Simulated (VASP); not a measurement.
# Ca (Fm-3m) in VASP: further runs

Ca is run at these levels: PBE; tasks: single point.

All numbers are computed with VASP 6.6.1; they aren't measurements. Logs are shortened: lines on timing, memory, paths and dates and some standing lists are left out, and cuts for length are marked.

## Step 1: The cell of the first run

Symmetry: Fm-3m, No. 225, cubic system. Conventional cell: a = 5.577 Å, b = 5.577 Å, c = 5.577 Å, α = 90.00°, β = 90.00°, γ = 90.00°. Within 5.2 Å of Ca (site symmetry m-3m) lie 12 Ca at 3.94 Å.

## Step 2: Single point, PBE

File INCAR:

```
SYSTEM = Ca
PREC = Accurate
ENCUT = 520
EDIFF = 1E-6
ISMEAR = 0
SIGMA = 0.1
LREAL = .FALSE.
LASPH = .TRUE.
NELM = 60
ALGO = Normal
ISIF = 2
LWAVE = .FALSE.
LCHARG = .FALSE.
GGA = PE
ISYM = 0
NBANDS = 11
```

File KPOINTS:

```
Automatic mesh
0
Gamma
  4 6 2
  0.16 0.73 0.05
```

File POSCAR:

```
Ca
1.0
    0.0000000000      2.7884079385      2.7884079385
    2.7884079385      0.0000000000      2.7884079385
    2.7884079385      2.7884079385      0.0000000000
Ca
1
Direct
    0.0000000000      0.0000000000      0.0000000000
```

Potentials or basis: VASP PAW PBE potentials, release 64 (Ca_sv).

Started as:

```console
$ cat potpaw_PBE.64/Ca_sv/POTCAR > POTCAR
$ mpirun -np 1 vasp_std > vasp.out
```

OUTCAR:

```text
SYSTEM = Ca
   PREC = Accurate
   ENCUT = 520
   EDIFF = 1E-6
   ISMEAR = 0
   LREAL = .FALSE.
   LASPH = .TRUE.
   NELM = 60
   ISIF = 2
   GGA = PE
   ISYM = 0

 ion  position               nearest neighbor table
   1  0.000  0.000  0.000-

IMPORTANT INFORMATION: All symmetrisations will be switched off!
NOSYMM: (Re-)initialisation of all symmetry stuff for point group C_1.

----------------------------------------------------------------------------------------

                                     Primitive cell

  volume of cell :      43.3610

  direct lattice vectors                    reciprocal lattice vectors
     0.000000000  2.788407938  2.788407938    -0.179313792  0.179313792  0.179313792
     2.788407938  0.000000000  2.788407938     0.179313792 -0.179313792  0.179313792
     2.788407938  2.788407938  0.000000000     0.179313792  0.179313792 -0.179313792

  length of vectors
     3.943404324  3.943404324  3.943404324     0.310580598  0.310580598  0.310580598

  position of ions in fractional coordinates (direct lattice)
     0.000000000  0.000000000  0.000000000

  ion indices of the primitive-cell ions
   primitive index   ion index
                 1           1

----------------------------------------------------------------------------------------

 KPOINTS: Automatic mesh

Automatic generation of k-mesh.
 Grid dimensions read from file:
 generate k-points for:    4    6    2

 Generating k-lattice:

  Cartesian coordinates                     Fractional coordinates (reciprocal lattice)
    -0.044828448  0.044828448  0.044828448     0.250000000  0.000000000  0.000000000
     0.029885632 -0.029885632  0.029885632     0.000000000  0.166666667  0.000000000
     0.089656896  0.089656896 -0.089656896     0.000000000  0.000000000  0.500000000

  Length of vectors
     0.077645149  0.051763433  0.155290299

  Shift w.r.t. Gamma in fractional coordinates (k-lattice)
     0.160000000  0.730000000  0.050000000

 -----------------------------------------------------------------------------
|                                                                             |
|           W    W    AA    RRRRR   N    N  II  N    N   GGGG   !!!           |
|           W    W   A  A   R    R  NN   N  II  NN   N  G    G  !!!           |
|           W    W  A    A  R    R  N N  N  II  N N  N  G       !!!           |
|           W WW W  AAAAAA  RRRRR   N  N N  II  N  N N  G  GGG   !            |
|           WW  WW  A    A  R   R   N   NN  II  N   NN  G    G                |
|           W    W  A    A  R    R  N    N  II  N    N   GGGG   !!!           |
|                                                                             |
|     Your reciprocal lattice and k-lattice belong to different lattice       |
|     classes:                                                                |
|                                                                             |
|        The reciprocal lattice is body-centered cubic,                       |
|        whereas your k-lattice is face-centered orthorhombic.                |
|                                                                             |
|     Results are often still useful ...                                      |
|                                                                             |
 -----------------------------------------------------------------------------

 WARNING: IBZKPT: internal override: KBLOWUP is changed to .FALSE.
      ... skipping the blow-up phase ...

 Subroutine IBZKPT returns following result:
 ===========================================

 Found     48 irreducible k-points:

 Following reciprocal coordinates:
            Coordinates               Weight
  0.040000 -0.045000  0.025000      1.000000
  0.290000 -0.045000  0.025000      1.000000
 -0.460000 -0.045000  0.025000      1.000000
 -0.210000 -0.045000  0.025000      1.000000
  0.040000  0.121667  0.025000      1.000000
  0.290000  0.121667  0.025000      1.000000
[... 16 lines left out ...]
 -0.460000 -0.211667  0.025000      1.000000
 -0.210000 -0.211667  0.025000      1.000000
 [... further k-points ...]
   k-points           NKPTS =     48   k-points in BZ     NKDIM =     48   number of bands    NBANDS=     11
   number of dos      NEDOS =    301   number of ions     NIONS =      1
   total plane-waves  NPLWV =  27000
   dimension x,y,z NGX =    30 NGY =   30 NGZ =   30
   dimension x,y,z NGXF=    60 NGYF=   60 NGZF=   60
   ions per type =               1
   NGX,Y,Z   is equivalent  to a cutoff of  12.65, 12.65, 12.65 a.u.
   NGXF,Y,Z  is equivalent  to a cutoff of  25.29, 25.29, 25.29 a.u.
 SYSTEM =  Ca
   PREC   = accura    normal or accurate (medium, high low for compatibility)
   ISTART =      0    job   : 0-new  1-cont  2-samecut
   ICHARG =      2    charge: 1-file 2-atom 10-const
   ISPIN  =      1    spin polarized calculation?
   LNONCOLLINEAR =      F non collinear calculations
   LSORBIT =      F    spin-orbit coupling
   LASPH  =      T    aspherical Exc in radial PAW
   ENCUT  =  520.0 eV  38.22 Ry    6.18 a.u.   7.33  7.33  7.33*2*pi/ulx,y,z
   NELM   =     60;   NELMIN=  2; NELMDL= -5     # of ELM steps
   EDIFF  = 0.1E-05   stopping-criterion for ELM
   LREAL  =      F    real-space projection
   EDIFFG = 0.1E-04   stopping-criterion for IOM
   NSW    =      0    number of steps for IOM
   IBRION =     -1    ionic relax: 0-MD 1-quasi-New 2-CG
   NFREE  =      0    steps in history (QN), initial steepest desc. (CG)
   ISIF   =      2    stress and relaxation
   ISYM   =      0    0-nonsym 1-usesym 2-fastsym
   POTIM  = 0.5000    time-step for ionic-motion
   TEBEG  =    0.0;   TEEND  =   0.0 temperature during run
   PSTRESS=    0.0 pullay stress
   NELECT =      10.0000    total number of electrons
   NUPDOWN=      -1.0000    fix difference up-down
   EMIN   =  10.00;   EMAX   =-10.00  energy-range for DOS
   EFERMI =   0.00;   METHOD = LEGACY
   ISMEAR =     0;   SIGMA  =   0.10  broadening in eV -4-tet -1-fermi 0-gaus
   EFERMI_NEDOS =   21; number of points for ismear=-14 and -15
   IALGO  =     38    algorithm
   IMIX   =      4    mixing-type and parameters
     AMIX     =   0.40;   BMIX     =  1.00
     AMIX_MAG =   1.60;   BMIX_MAG =  1.00
  volume/ion in A,a.u.               =      43.36       292.61
  Fermi-wavevector in a.u.,A,eV,Ry     =   1.003942  1.897175 13.713299  1.007899
  Thomas-Fermi vector in A             =   2.136526
   LORBIT       =      0    0 simple, 1 ext, 2 COOP (PROOUT), +10 PAW based schemes
   GGA     = PE    functional components
   LHFCALC =     F    Hartree Fock is set to
   AEXX    =    0.0000 exact exchange contribution
   IVDW    =     0    specifies the selected vdW correction
   LEPSILON=     F    determine dielectric tensor
   LRPA    =     F    only Hartree local field effects (RPA)
 non-spin polarized calculation
 Gauss-broadening in eV      SIGMA  =   0.10
  energy-cutoff  :      520.00
  volume of cell :       43.36
 maximum number of plane-waves:      1194
 NGX is ok and might be reduce to    30
   NGX = 15   NGY = 15   NGZ = 15

 number of electron      10.0000000 magnetization

 number of electron       9.9999998 magnetization

 Free energy of the ion-electron system (eV)
  ---------------------------------------------------
  ext. energy  EPLUGINS =         0.00000000
  ---------------------------------------------------
  free energy    TOTEN  =        -1.90831748 eV

  energy without entropy =       -1.90123013  energy(sigma->0) =       -1.90477380

 E-fermi :   1.7644     XC(G=0):  -7.6480

 val. band max:        1.7634673218   @ k =   0.0400  -0.0450  -0.4750
 cond. band min:       1.7718694931   @ k =   0.2900  -0.3783  -0.4750
 fundamental gap:      0.0084021712
 Fermi energy:         1.7643882493

 k-point     1 :       0.0400   -0.0450    0.0250
  band No.  band energies     occupation
      1     -40.2011      2.00000
      2     -21.1409      2.00000
      3     -21.1328      2.00000
      4     -21.1045      2.00000
      5      -2.0291      2.00000
      6       4.0608      0.00000
      7       4.2046      0.00000
      8       4.2117      0.00000
      9       5.1429      0.00000
     10       5.2034      0.00000
     11      10.9717      0.00000

 k-point     2 :       0.2900   -0.0450    0.0250
  band No.  band energies     occupation
      1     -40.1937      2.00000
      2     -21.2122      2.00000
      3     -21.1504      2.00000
      4     -21.1139      2.00000
      5      -0.6956      2.00000
      6       2.9740      0.00000
      7       4.1776      0.00000
      8       4.2957      0.00000
      9       5.2122      0.00000
     10       5.5015      0.00000
     11       8.4307      0.00000

 k-point     3 :      -0.4600   -0.0450    0.0250
  band No.  band energies     occupation
      1     -40.1898      2.00000
      2     -21.2521      2.00000
      3     -21.1543      2.00000
      4     -21.1223      2.00000
      5       0.7174      2.00000
      6       1.8777      0.10903
      7       3.9981      0.00000
      8       4.1107      0.00000
      9       5.7901      0.00000
     10       5.8942      0.00000
     11       6.9762      0.00000
[... 267 lines left out ...]
 k-point    23 :      -0.4600   -0.2117    0.0250
  band No.  band energies     occupation
      1     -40.1885      2.00000
      2     -21.2338      2.00000
      3     -21.1782      2.00000
      4     -21.1337      2.00000
      5       0.7679      2.00000
      6       2.3686      0.00000
      7       3.3960      0.00000
      8       4.6235      0.00000
      9       5.7262      0.00000
     10       5.9608      0.00000
     11       7.0992      0.00000

 k-point    24 :      -0.2100   -0.2117    0.0250
  band No.  band energies     occupation
      1     -40.1950      2.00000
      2     -21.1835      2.00000
      3     -21.1524      2.00000
      4     -21.1229      2.00000
      5      -1.0499      2.00000
      6       3.3175      0.00000
      7       4.2298      0.00000
      8       4.6016      0.00000
      9       4.6375      0.00000
     10       5.4734      0.00000
     11      10.6726      0.00000

 [... further k-points ...]

------------------------ aborting loop because EDIFF is reached ----------------------------------------

  FORCE on cell =-STRESS in cart. coord.  units (eV):
  Direction    XX          YY          ZZ          XY          YZ          ZX
  --------------------------------------------------------------------------------------
  -------------------------------------------------------------------------------------
  Total       -0.1018956     -0.0157088     -0.4198167      0.3659347      0.0251594     -0.0959922
  in kB       -3.7650191     -0.5804356    -15.5121277     13.5212018      0.9296324     -3.5468890
  external PRESSURE =      -6.6191941 kB  Pullay stress =       0.0000000 kB

 VOLUME and BASIS-vectors are now :
 -----------------------------------------------------------------------------
  energy-cutoff  :      520.00
  volume of cell :       43.36
      direct lattice vectors                 reciprocal lattice vectors
     0.000000000  2.788407938  2.788407938    -0.179313792  0.179313792  0.179313792
     2.788407938  0.000000000  2.788407938     0.179313792 -0.179313792  0.179313792
     2.788407938  2.788407938  0.000000000     0.179313792  0.179313792 -0.179313792

 POSITION                                       TOTAL-FORCE (eV/Angst)
 -----------------------------------------------------------------------------------
      0.00000      0.00000      0.00000         0.000000     -0.000001      0.000001
 -----------------------------------------------------------------------------------
    total drift:                                0.000000     -0.000001      0.000001

  FREE ENERGIE OF THE ION-ELECTRON SYSTEM (eV)
  ---------------------------------------------------
  free  energy   TOTEN  =        -1.9083174815 eV

  energy  without entropy=       -1.9012301267  energy(sigma->0) =       -1.90477380
```

Run time: 44 s. Hardware: 1 thread of Intel Xeon 6975P-C, shared host; peak memory 0.14 GiB.

The run converged, but its numbers aren't listed here, since they failed a check.

Caveat: the k points lie up to 0.98 Å⁻¹ apart.

## Step 3: Single point, PBE

This run uses another cell than the first one, of 39.85 Å³/atom, 0.919 times its volume.

File INCAR:

```
SYSTEM = Ca
PREC = Accurate ; ENCUT = 520
EDIFF = 1E-6 ; ISMEAR = 0
SIGMA = 0.1 ; LREAL = .FALSE.
LASPH = .TRUE. ; NELM = 80
ALGO = Fast ; ISIF = 2
LWAVE = .FALSE. ; LCHARG = .TRUE.
GGA = PE ; LELF = .TRUE.
LVHAR = .TRUE. ; NBANDS = 11
```

File KPOINTS:

```
regular mesh
0
G
  8 8 8
  0 0 0
```

File POSCAR:

```
Ca
1.0
    0.0000000000      2.7109914483      2.7109914483
    2.7109914483      0.0000000000      2.7109914483
    2.7109914483      2.7109914483      0.0000000000
Ca
1
Direct
    0.0000000000      0.0000000000      0.0000000000
```

Potentials or basis: VASP PAW PBE potentials, release 64 (Ca_sv).

Started as:

```console
$ cat potpaw_PBE.64/Ca_sv/POTCAR > POTCAR
$ mpirun -np 1 vasp_std > vasp.out
```

Wall time 40 s (1 thread of Intel Xeon 6975P-C, shared host); peak memory 0.13 GiB.

Results (log left out):

- Free energy: -1.9248 eV
- Pressure: 1.1 GPa
- Band gap on the k mesh: zero (band 5 reaches 2.36 eV, above the bottom of band 6 at 2.08 eV)

Levels at points of the mesh, in eV from the Fermi level:
| k point | band 2 | band 3 | band 4 | band 5 | band 6 | band 7 | band 8 | band 9 |
| --- | --- | --- | --- | --- | --- | --- | --- | --- |
| (0.00, 0.00, 0.00) | -22.74 | -22.74 | -22.74 | -4.08 | 2.46 | 2.46 | 2.46 | 3.61 |
| (0.50, 0.00, 0.00) | -22.91 | -22.77 | -22.77 | -0.97 | -0.07 | 2.34 | 2.34 | 4.34 |
| (0.50, 0.50, 0.00) | -22.90 | -22.81 | -22.81 | -0.47 | 0.59 | 1.12 | 4.34 | 4.54 |

## Step 4: Single point, PBE

File INCAR:

```
ALGO = Normal ; EDIFF = 1E-6
ENCUT = 520 ; GGA = PE
ISIF = 2 ; ISMEAR = 0
LASPH = T ; LCHARG = T
LELF = T ; LREAL = F
LVHAR = T ; LWAVE = F
NBANDS = 11 ; NELM = 100
PREC = Accurate ; SIGMA = 0.1
```

File KPOINTS:

```
k-points
0
Gamma
  8 8 8
```

File POSCAR:

```
Ca
1.0
    0.0000000000      2.7884079385      2.7884079385
    2.7884079385      0.0000000000      2.7884079385
    2.7884079385      2.7884079385      0.0000000000
Ca
1
Direct
    0.0000000000      0.0000000000      0.0000000000
```

Started as:

```console
$ cat potpaw_PBE.64/Ca_sv/POTCAR > POTCAR
$ mpirun -np 1 vasp_std > vasp.out
```

Run time: 34 s. Hardware: 1 thread of Intel Xeon 6975P-C, shared host; peak memory 0.14 GiB.

Results (log left out):

| Quantity | Value |
| --- | --- |
| Free energy | -1.9312 eV |
| Pressure | -0.5 GPa |
| Band gap on the k mesh | zero (band 5 reaches 2.07 eV, above the bottom of band 6 at 1.67 eV) |

Levels at points of the mesh, in eV from the Fermi level:
```
           k point  band 2  band 3  band 4  band 5  band 6  band 7  band 8  band 9
(0.00, 0.00, 0.00)  -22.95  -22.95  -22.95   -3.93    2.35    2.35    2.35    3.39
(0.50, 0.00, 0.00)  -23.07  -22.97  -22.97   -0.93   -0.13    2.24    2.24    4.05
(0.50, 0.50, 0.00)  -23.07  -22.99  -22.99   -0.38    0.64    0.96    4.04    4.23
```
